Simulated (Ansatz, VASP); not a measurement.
# One calculation of Cl, two programs

```
Cl
1.0
     3.44800   -1.94071    0.00000
     3.44800    1.94071    0.00000
     0.00000    0.00000    8.00014
Cl
4
Direct
  0.87329 0.12671 0.11123
  0.62671 0.37329 0.61123
  0.12671 0.87329 0.88877
  0.37329 0.62671 0.38877
```

Alike in both runs: functional PBEsol; k mesh 8 × 8 × 4; occupations gaussian, width 0.02 eV; no spin polarisation.

Ansatz relaxed the structure, and its values are those at the end. VASP's run is a single point on that final structure, the one shown.

|  | VASP | Ansatz |
| --- | --- | --- |
| version | VASP 6.6.1 | Ansatz 0.2.0 |
| potentials or method | VASP PAW PBE potentials, release 64 (Cl), cutoff 520 eV | scalar-relativistic, plane waves, PAW |
| valence electrons in the cell | 28 | 28 |

|  | VASP | Ansatz | Ansatz less VASP |
| --- | --- | --- | --- |
| gap on the k mesh at the Fermi level (eV) | 2.07 | 2.02 | -0.047 |
| least direct gap on the mesh (eV) | 2.07 | 2.02 | -0.047 |
| pressure (GPa) | -0.3 | 0.0 | +0.28 |
| rms of the force components (eV/Å) | 0.083 | 0.001 | -0.0829 |

VASP's potentials were made for PBE, not for PBEsol.
